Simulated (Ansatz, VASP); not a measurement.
## One calculation of P, two programs

File INCAR:

```
PREC     = Accurate       # precision mode
ENCUT    = 520            # plane-wave cutoff, eV
EDIFF    = 1E-6           # SCF threshold, eV
ISMEAR   = 0              # smearing method
SIGMA    = 0.05           # smearing width, eV
LREAL    = F              # projectors in reciprocal space
LASPH    = T              # aspherical terms in the spheres
NELM     = 60             # most SCF steps
ALGO     = Normal         # electronic algorithm
ISIF     = 2              # what is computed and relaxed
LWAVE    = F              # write WAVECAR
LCHARG   = F              # write CHGCAR
GGA      = PS             # functional
NBANDS   = 18             # bands
```

KPOINTS

```
Automatic mesh
0
Gamma
  8 1 6
```

POSCAR

```
P
1.0
    3.2837277200      0.0000000000      0.0000000000
    0.0000000000     34.8570309900      0.0000000000
    0.0000000000      0.0000000000      4.6320847100
P
4
Direct
    0.0000000000      0.9702614300      0.6137392716
    0.0000000000      0.0297385700      0.4078492800
    0.5000000000      0.0297385700      0.0921507200
    0.5000000000      0.9702614300      0.9078492800
```

Input for Ansatz:

```yaml
crystal:
  lattice:
    - [3.28372772, 0.0, 0.0]
    - [0.0, 34.85703099, 0.0]
    - [0.0, 0.0, 4.63208471]
  atoms:
    - { symbol: P, position: [0.0, 0.97026143, 0.6137392716] }
    - { symbol: P, position: [0.0, 0.02973857, 0.40784928] }
    - { symbol: P, position: [0.5, 0.02973857, 0.09215072] }
    - { symbol: P, position: [0.5, 0.97026143, 0.90784928] }
basis:
  ecutwfc: 420
kpoints:
  mp_grid: { grid: [8, 1, 6] }
hamiltonian:
  xc: pbesol
scf:
  occupations: { method: gaussian, width: 0.05 }
output:
  forces: true
  stress: true
  eigenvalues: true
  write_density: true
  write_potential: true
  elf: true
  volumetric_format: npy
```

Alike in both runs: task single point; functional PBEsol; k mesh 8 × 1 × 6; occupations gaussian, width 0.05 eV; no spin polarisation.

|  | VASP | Ansatz |
| --- | --- | --- |
| version | VASP 6.6.1 | Ansatz 0.2.0 |
| potentials or method | VASP PAW PBE potentials, release 64 (P), cutoff 520 eV | scalar-relativistic, plane waves, PAW |
| valence electrons in the cell | 20 | 20 |

```csv
,VASP,Ansatz,Ansatz less VASP
gap on the k mesh at the Fermi level (eV),0.74,0.73,-0.010
least direct gap on the mesh (eV),0.74,0.73,-0.010
rms of the force components (eV/Å),0.649,0.655,+0.0061
```

VASP's potentials were made for PBE, not for PBEsol. Atom by atom the forces differ by 0.011 eV/Å (rms over components). The functional is the same, so the differences come from potentials, cutoffs and numerics.
